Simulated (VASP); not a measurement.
# AgB2 (Fm-3m) in VASP: notebook

AgB2 is run at these levels: PBEsol; tasks: single point.

All numbers are computed with VASP 6.6.1; they aren't measurements. Logs are shortened: lines on timing, memory, paths and dates and some standing lists are left out, and cuts for length are marked.

## Step 1: The cell of the first run

Symmetry: Fm-3m, No. 225, cubic system. Conventional cell: a = 4.896 Å, b = 4.896 Å, c = 4.896 Å, α = 90.00°, β = 90.00°, γ = 90.00°. Ag (site symmetry m-3m) has 8 B at 2.12 Å within 2.8 Å. B (site symmetry -43m) has 4 Ag at 2.12 Å and 6 B at 2.45 Å within 2.8 Å.

## Step 2: Single point, PBEsol

INCAR

```
PREC = Accurate
ENCUT = 500
EDIFF = 1E-6
ISMEAR = -1
SIGMA = 0.05
LREAL = F
LASPH = T
NELM = 120
ALGO = Normal
ISIF = 2
LWAVE = F
LCHARG = F
GGA = PS
NBANDS = 16
GGA_COMPAT = F
```

KPOINTS

```
Automatic mesh
0
Gamma
  7 7 7
```

POSCAR

```
AgB2
1.0
    0.0000000000      2.4479866488      2.4479866488
    2.4479866488      0.0000000000      2.4479866488
    2.4479866488      2.4479866488      0.0000000000
Ag B
1 2
Direct
    0.0000000000      0.0000000000      0.0000000000
    0.2500000000      0.2500000000      0.2500000000
    0.7500000000      0.7500000000      0.7500000000
```

Potentials or basis: VASP PAW PBE potentials, release 64 (Ag, B).

On the command line:

```bash
$ cat potpaw_PBE.64/Ag/POTCAR potpaw_PBE.64/B/POTCAR > POTCAR
$ mpirun -np 1 vasp_std > vasp.out
```

OUTCAR:

```text
PREC = Accurate
   ENCUT = 500
   EDIFF = 1E-6
   ISMEAR = -1
   LREAL = F
   LASPH = T
   NELM = 120
   ISIF = 2
   GGA = PS

 ion  position               nearest neighbor table
   1  0.000  0.000  0.000-   3 2.12   3 2.12   3 2.12   2 2.12   2 2.12   2 2.12   3 2.12   2 2.12

   2  0.250  0.250  0.250-   1 2.12   1 2.12   1 2.12   1 2.12
   3  0.750  0.750  0.750-   1 2.12   1 2.12   1 2.12   1 2.12

  LATTYP: Found a face centered cubic cell.
 ALAT       =     4.8959732976

  Lattice vectors:

 A1 = (   0.0000000000,   2.4479866488,   2.4479866488)
 A2 = (   2.4479866488,   0.0000000000,   2.4479866488)
 A3 = (   2.4479866488,   2.4479866488,   0.0000000000)

Analysis of symmetry for initial positions (statically):
=====================================================================
 Subroutine PRICEL returns:
 Original cell was already a primitive cell.

 Routine SETGRP: Setting up the symmetry group for a
 face centered cubic supercell.

 Subroutine GETGRP returns: Found 48 space group operations
 (whereof 48 operations were pure point group operations)
 out of a pool of 48 trial point group operations.

The static configuration has the point symmetry O_h .

Analysis of symmetry for dynamics (positions and initial velocities):
=====================================================================
 Subroutine PRICEL returns:
 Original cell was already a primitive cell.

 Routine SETGRP: Setting up the symmetry group for a
 face centered cubic supercell.

 Subroutine GETGRP returns: Found 48 space group operations
 (whereof 48 operations were pure point group operations)
 out of a pool of 48 trial point group operations.

The dynamic configuration has the point symmetry O_h .

 Subroutine INISYM returns: Found 48 space group operations
 (whereof 48 operations are pure point group operations),
 and found     1 'primitive' translations

----------------------------------------------------------------------------------------

                                     Primitive cell

  volume of cell :      29.3398

  direct lattice vectors                    reciprocal lattice vectors
     0.000000000  2.447986649  2.447986649    -0.204249480  0.204249480  0.204249480
     2.447986649  0.000000000  2.447986649     0.204249480 -0.204249480  0.204249480
     2.447986649  2.447986649  0.000000000     0.204249480  0.204249480 -0.204249480

  length of vectors
     3.461975919  3.461975919  3.461975919     0.353770477  0.353770477  0.353770477

  position of ions in fractional coordinates (direct lattice)
     0.000000000  0.000000000  0.000000000
     0.250000000  0.250000000  0.250000000
     0.750000000  0.750000000  0.750000000

  ion indices of the primitive-cell ions
   primitive index   ion index
                 1           1
                 2           2
                 3           3

----------------------------------------------------------------------------------------

 KPOINTS: Automatic mesh

Automatic generation of k-mesh.
 Grid dimensions read from file:
 generate k-points for:    7    7    7

 Generating k-lattice:

  Cartesian coordinates                     Fractional coordinates (reciprocal lattice)
    -0.029178497  0.029178497  0.029178497     0.142857143  0.000000000  0.000000000
     0.029178497 -0.029178497  0.029178497     0.000000000  0.142857143  0.000000000
     0.029178497  0.029178497 -0.029178497     0.000000000  0.000000000  0.142857143

  Length of vectors
     0.050538640  0.050538640  0.050538640

  Shift w.r.t. Gamma in fractional coordinates (k-lattice)
     0.000000000  0.000000000  0.000000000

 Subroutine IBZKPT returns following result:
 ===========================================

 Found     20 irreducible k-points:

 Following reciprocal coordinates:
            Coordinates               Weight
  0.000000  0.000000  0.000000      1.000000
  0.142857  0.000000  0.000000      8.000000
  0.285714  0.000000  0.000000      8.000000
  0.428571  0.000000  0.000000      8.000000
  0.142857  0.142857  0.000000      6.000000
  0.285714  0.142857  0.000000     24.000000
[... 12 lines left out ...]
 -0.428571  0.428571  0.142857     24.000000
 -0.285714  0.428571  0.142857     24.000000
   k-points           NKPTS =     20   k-points in BZ     NKDIM =     20   number of bands    NBANDS=     16
   number of dos      NEDOS =    301   number of ions     NIONS =      3
   total plane-waves  NPLWV =  21952
   dimension x,y,z NGX =    28 NGY =   28 NGZ =   28
   dimension x,y,z NGXF=    56 NGYF=   56 NGZF=   56
   ions per type =               1   2
   NGX,Y,Z   is equivalent  to a cutoff of  13.45, 13.45, 13.45 a.u.
   NGXF,Y,Z  is equivalent  to a cutoff of  26.89, 26.89, 26.89 a.u.
 SYSTEM =  unknown system
   PREC   = accura    normal or accurate (medium, high low for compatibility)
   ISTART =      0    job   : 0-new  1-cont  2-samecut
   ICHARG =      2    charge: 1-file 2-atom 10-const
   ISPIN  =      1    spin polarized calculation?
   LNONCOLLINEAR =      F non collinear calculations
   LSORBIT =      F    spin-orbit coupling
   LASPH  =      T    aspherical Exc in radial PAW
   ENCUT  =  500.0 eV  36.75 Ry    6.06 a.u.   6.31  6.31  6.31*2*pi/ulx,y,z
   NELM   =    120;   NELMIN=  2; NELMDL= -5     # of ELM steps
   EDIFF  = 0.1E-05   stopping-criterion for ELM
   LREAL  =      F    real-space projection
   EDIFFG = 0.1E-04   stopping-criterion for IOM
   NSW    =      0    number of steps for IOM
   IBRION =     -1    ionic relax: 0-MD 1-quasi-New 2-CG
   NFREE  =      0    steps in history (QN), initial steepest desc. (CG)
   ISIF   =      2    stress and relaxation
   ISYM   =      2    0-nonsym 1-usesym 2-fastsym
   POTIM  = 0.5000    time-step for ionic-motion
   TEBEG  =    0.0;   TEEND  =   0.0 temperature during run
   PSTRESS=    0.0 pullay stress
   NELECT =      17.0000    total number of electrons
   NUPDOWN=      -1.0000    fix difference up-down
   EMIN   =  10.00;   EMAX   =-10.00  energy-range for DOS
   EFERMI =   0.00;   METHOD = LEGACY
   ISMEAR =    -1;   SIGMA  =   0.05  broadening in eV -4-tet -1-fermi 0-gaus
   EFERMI_NEDOS =   21; number of points for ismear=-14 and -15
   IALGO  =     38    algorithm
   IMIX   =      4    mixing-type and parameters
     AMIX     =   0.40;   BMIX     =  1.00
     AMIX_MAG =   1.60;   BMIX_MAG =  1.00
  volume/ion in A,a.u.               =       9.78        66.00
  Fermi-wavevector in a.u.,A,eV,Ry     =   1.364810  2.579116 25.343646  1.862705
  Thomas-Fermi vector in A             =   2.491093
   LORBIT       =      0    0 simple, 1 ext, 2 COOP (PROOUT), +10 PAW based schemes
   GGA     = PS    functional components
   LHFCALC =     F    Hartree Fock is set to
   AEXX    =    0.0000 exact exchange contribution
   IVDW    =     0    specifies the selected vdW correction
   LEPSILON=     F    determine dielectric tensor
   LRPA    =     F    only Hartree local field effects (RPA)
 non-spin polarized calculation
  energy-cutoff  :      500.00
  volume of cell :       29.34
 maximum number of plane-waves:       757
 NGX is ok and might be reduce to    28
   NGX = 13   NGY = 13   NGZ = 13

 number of electron      17.0000001 magnetization

 Free energy of the ion-electron system (eV)
  ---------------------------------------------------
  ext. energy  EPLUGINS =         0.00000000
  ---------------------------------------------------
  free energy    TOTEN  =       -12.57187138 eV

  energy without entropy =      -12.56468886  energy(sigma->0) =      -12.56828012

 E-fermi :   9.1835     XC(G=0): -12.5932

 val. band max:        9.1510969083   @ k =   0.4286   0.2857   0.1429
 cond. band min:       9.4508622673   @ k =   0.4286   0.0000   0.0000
 fundamental gap:      0.2997653590
 Fermi energy:         9.1834780256

 k-point     1 :       0.0000    0.0000    0.0000
  band No.  band energies     occupation
      1      -4.1964      2.00000
      2       0.2243      2.00000
      3       0.2243      2.00000
      4       0.2243      2.00000
      5       2.3968      2.00000
      6       2.3968      2.00000
[... 8 lines left out ...]
     15      17.7631      0.00000
     16      17.7631      0.00000

 k-point     2 :       0.1429    0.0000    0.0000
  band No.  band energies     occupation
      1      -3.8408      2.00000
      2       0.0974      2.00000
      3       0.3655      2.00000
      4       0.3655      2.00000
      5       2.3482      2.00000
      6       2.3482      2.00000
[... 8 lines left out ...]
     15      18.8246      0.00000
     16      18.8246      0.00000

 k-point     3 :       0.2857    0.0000    0.0000
  band No.  band energies     occupation
      1      -2.8870      2.00000
      2      -0.0803      2.00000
      3       0.6421      2.00000
      4       0.6421      2.00000
      5       2.3568      2.00000
      6       2.3568      2.00000
[... 8 lines left out ...]
     15      21.2587      0.00000
     16      21.2587      0.00000

 k-point     4 :       0.4286    0.0000    0.0000
  band No.  band energies     occupation
      1      -1.9454      2.00000
      2       0.1948      2.00000
      3       0.7781      2.00000
      4       0.7781      2.00000
      5       2.5566      2.00000
      6       2.5566      2.00000
[... 8 lines left out ...]
     15      24.2036      0.00000
     16      24.2036      0.00000

 k-point     5 :       0.1429    0.1429    0.0000
  band No.  band energies     occupation
      1      -3.7188      2.00000
      2       0.0303      2.00000
      3       0.4397      2.00000
      4       0.4397      2.00000
      5       2.1576      2.00000
      6       2.4770      2.00000
[... 8 lines left out ...]
     15      20.2032      0.00000
     16      20.2032      0.00000

 k-point     6 :       0.2857    0.1429    0.0000
  band No.  band energies     occupation
      1      -2.9394      2.00000
      2      -0.1640      2.00000
      3       0.7121      2.00000
      4       0.7203      2.00000
      5       2.0152      2.00000
      6       2.5455      2.00000
[... 8 lines left out ...]
     15      22.1217      0.00000
     16      22.4290      0.00000

 k-point     7 :       0.4286    0.1429    0.0000
  band No.  band energies     occupation
      1      -1.8712      2.00000
      2      -0.1220      2.00000
      3       0.8219      2.00000
      4       0.9381      2.00000
      5       2.3642      2.00000
      6       2.6383      2.00000
[... 8 lines left out ...]
     15      23.5465      0.00000
     16      25.1009      0.00000

 k-point     8 :      -0.4286    0.1429    0.0000
  band No.  band energies     occupation
      1      -1.5245      2.00000
      2       0.1565      2.00000
      3       0.8135      2.00000
      4       1.0090      2.00000
      5       2.4720      2.00000
      6       2.8389      2.00000
[... 8 lines left out ...]
     15      22.7460      0.00000
     16      24.7189      0.00000

 k-point     9 :      -0.2857    0.1429    0.0000
  band No.  band energies     occupation
      1      -2.2160      2.00000
      2      -0.1559      2.00000
      3       0.7166      2.00000
      4       0.9258      2.00000
      5       2.1279      2.00000
      6       2.6675      2.00000
[... 8 lines left out ...]
     15      21.6432      0.00000
     16      24.2192      0.00000
[... 96 lines left out ...]
 k-point    15 :       0.4286    0.4286    0.0000
  band No.  band energies     occupation
      1      -0.6413      2.00000
      2      -0.5940      2.00000
      3       1.1134      2.00000
      4       1.9194      2.00000
      5       1.9194      2.00000
      6       2.8160      2.00000
[... 8 lines left out ...]
     15      24.3317      0.00000
     16      26.8533      0.00000

 k-point    16 :      -0.4286    0.4286    0.0000
  band No.  band energies     occupation
      1      -0.6310      2.00000
      2       0.0599      2.00000
      3       0.5747      2.00000
      4       2.0246      2.00000
      5       2.6222      2.00000
      6       2.7583      2.00000
[... 8 lines left out ...]
     15      24.8338      0.00000
     16      25.4841      0.00000

 k-point    17 :       0.4286    0.2857    0.1429
  band No.  band energies     occupation
      1      -2.0246      2.00000
      2      -0.3087      2.00000
      3       0.8027      2.00000
      4       1.1478      2.00000
      5       1.9592      2.00000
      6       2.6971      2.00000
[... 8 lines left out ...]
     15      23.5757      0.00000
     16      24.8513      0.00000

 k-point    18 :      -0.4286    0.2857    0.1429
  band No.  band energies     occupation
      1      -1.0913      2.00000
      2      -0.1603      2.00000
      3       0.7550      2.00000
      4       1.4046      2.00000
      5       2.2691      2.00000
      6       2.9098      2.00000
[... 8 lines left out ...]
     15      22.2697      0.00000
     16      25.8030      0.00000

 k-point    19 :      -0.4286    0.4286    0.1429
  band No.  band energies     occupation
      1      -0.5029      2.00000
      2      -0.3787      2.00000
      3       0.6444      2.00000
      4       1.9298      2.00000
      5       2.3181      2.00000
      6       2.8507      2.00000
[... 8 lines left out ...]
     15      23.4512      0.00000
     16      26.2213      0.00000

 k-point    20 :      -0.2857    0.4286    0.1429
  band No.  band energies     occupation
      1      -0.4700      2.00000
      2      -0.0656      2.00000
      3       0.6450      2.00000
      4       1.9299      2.00000
      5       1.9515      2.00000
      6       3.4596      2.00000
[... 8 lines left out ...]
     15      21.1854      0.00000
     16      27.8318      0.00000

------------------------ aborting loop because EDIFF is reached ----------------------------------------

  FORCE on cell =-STRESS in cart. coord.  units (eV):
  Direction    XX          YY          ZZ          XY          YZ          ZX
  --------------------------------------------------------------------------------------
  -------------------------------------------------------------------------------------
  Total        5.4283582      5.4283582      5.4283582      0.0000000      0.0000000     -0.0000000
  in kB      296.4298580    296.4298580    296.4298580      0.0000000      0.0000000     -0.0000000
  external PRESSURE =     296.4298580 kB  Pullay stress =       0.0000000 kB

 VOLUME and BASIS-vectors are now :
 -----------------------------------------------------------------------------
  energy-cutoff  :      500.00
  volume of cell :       29.34
      direct lattice vectors                 reciprocal lattice vectors
     0.000000000  2.447986649  2.447986649    -0.204249480  0.204249480  0.204249480
     2.447986649  0.000000000  2.447986649     0.204249480 -0.204249480  0.204249480
     2.447986649  2.447986649  0.000000000     0.204249480  0.204249480 -0.204249480

 POSITION                                       TOTAL-FORCE (eV/Angst)
 -----------------------------------------------------------------------------------
      0.00000      0.00000      0.00000         0.000000     -0.000000      0.000000
      1.22399      1.22399      1.22399         0.000000      0.000000      0.000000
      3.67198      3.67198      3.67198        -0.000000     -0.000000     -0.000000
 -----------------------------------------------------------------------------------
    total drift:                               -0.000000     -0.000000      0.000000

  FREE ENERGIE OF THE ION-ELECTRON SYSTEM (eV)
  ---------------------------------------------------
  free  energy   TOTEN  =       -12.5718713753 eV

  energy  without entropy=      -12.5646888634  energy(sigma->0) =      -12.56828012
```

Run time: 8.4 s. Hardware: 1 thread of Intel Xeon Platinum 8488C (Sapphire Rapids), shared host; peak memory 0.15 GiB.

What came out:

- Free energy: -12.5719 eV
- Pressure: 29.6 GPa
- Band gap on the k mesh: zero (an odd number of electrons rules out a gap without spin polarisation)

Caveat: the cell stands under pressure; the PAW data sets were made with another functional, which shifts forces and pressure a little.

## Step 3: Single point, PBEsol

This run uses another cell than the first one, of 9.34 Å³/atom.

INCAR is that of step 2.

KPOINTS is that of step 2.

POSCAR

```
AgB2
1.0
    0.0000000000      2.4111142553      2.4111142553
    2.4111142553      0.0000000000      2.4111142553
    2.4111142553      2.4111142553      0.0000000000
Ag B
1 2
Direct
    0.0000000000      0.0000000000      0.0000000000
    0.2500000000      0.2500000000      0.2500000000
    0.7500000000      0.7500000000      0.7500000000
```

Potentials or basis: VASP PAW PBE potentials, release 64 (Ag, B).

On the command line:

```bash
$ cat potpaw_PBE.64/Ag/POTCAR potpaw_PBE.64/B/POTCAR > POTCAR
$ mpirun -np 1 vasp_std > vasp.out
```

Wall time 9.5 s (1 thread of Intel Xeon Platinum 8488C (Sapphire Rapids), shared host); peak memory 0.16 GiB.

Results (log left out):

```yaml
Free_energy: -12.2707 eV
Pressure: 44.6 GPa
Band_gap_on_the_k_mesh: zero (an odd number of electrons rules out a gap without spin polarisation)
```

Levels at points of the mesh, in eV from the Fermi level:
| k point | band 6 | band 7 | band 8 | band 9 | band 10 | band 11 | band 12 | band 13 |
| --- | --- | --- | --- | --- | --- | --- | --- | --- |
| (0.00, 0.00, 0.00) | -7.08 | 1.28 | 4.09 | 4.09 | 4.09 | 4.48 | 4.48 | 4.48 |

Caveat: the cell stands under pressure; the PAW data sets were made with another functional, which shifts forces and pressure a little.

## Step 4: Single point, PBEsol

This run uses another cell than the first one, of 10.33 Å³/atom.

INCAR

```
SYSTEM = AgB2
PREC     = Accurate       ! precision mode
ENCUT    = 500            ! plane-wave cutoff, eV
EDIFF    = 1E-6           ! SCF threshold, eV
ISMEAR   = -1             ! smearing method
SIGMA    = 0.05           ! smearing width, eV
LREAL    = .FALSE.        ! projectors in reciprocal space
LASPH    = .TRUE.         ! aspherical terms in the spheres
NELM     = 120            ! most SCF steps
ALGO     = Normal         ! electronic algorithm
ISIF     = 2              ! what is computed and relaxed
LWAVE    = .FALSE.        ! write WAVECAR
LCHARG   = .TRUE.         ! write CHGCAR
GGA      = PS             ! functional
LELF     = .TRUE.         ! ELF
LVHAR    = .TRUE.       
NBANDS   = 16             ! bands
GGA_COMPAT= .FALSE.
```

KPOINTS

```
regular mesh
0
G
  7 7 7
  0 0 0
```

POSCAR

```
AgB2
1.0
    0.0000000000      2.4932616762      2.4932616762
    2.4932616762      0.0000000000      2.4932616762
    2.4932616762      2.4932616762      0.0000000000
Ag B
1 2
Direct
    0.0000000000      0.0000000000      0.0000000000
    0.2500000000      0.2500000000      0.2500000000
    0.7500000000      0.7500000000      0.7500000000
```

On the command line:

```bash
$ cat potpaw_PBE.64/Ag/POTCAR potpaw_PBE.64/B/POTCAR > POTCAR
$ mpirun -np 1 vasp_std > vasp.out
```

Run time: 10 s. Hardware: 1 thread of Intel Xeon Platinum 8488C (Sapphire Rapids), shared host; peak memory 0.15 GiB.

The run converged. Its results:

```
Free energy            : -12.7983 eV
Pressure               : 14.7 GPa
Band gap on the k mesh : zero (an odd number of electrons rules out a gap without spin polarisation)
```

Levels at points of the mesh, in eV from the Fermi level:
| k point | band 5 | band 6 | band 7 | band 8 | band 9 | band 10 | band 11 | band 12 | band 13 | band 14 |
| --- | --- | --- | --- | --- | --- | --- | --- | --- | --- | --- |
| (0.00, 0.00, 0.00) | -6.48 | -6.48 | 0.79 | 3.70 | 3.70 | 3.70 | 4.34 | 4.34 | 4.34 | 8.44 |

Caveat: the cell stands under pressure; the PAW data sets were made with another functional, which shifts forces and pressure a little.

## Step 5: Summary

| cell | gap on the mesh (eV) | pressure (GPa) |
| --- | --- | --- |
| a = 3.462 Å, angles 60.0°, 3 atoms | none | 29.6 |
| a = 3.410 Å, angles 60.0°, 3 atoms | none | 44.6 |
| a = 3.526 Å, angles 60.0°, 3 atoms | none | 14.7 |

Alike in all rows: task single point; level PBEsol; potentials or basis VASP PAW PBE potentials, release 64 (Ag, B); no spin polarisation; k mesh 7 × 7 × 7; cutoff (eV) 500; smearing fermi-dirac 0.05 eV.

Caveats: the cell stands under pressure; the PAW data sets were made with another functional, which shifts forces and pressure a little.

Absolute energies hang on the potentials; compare differences alone.
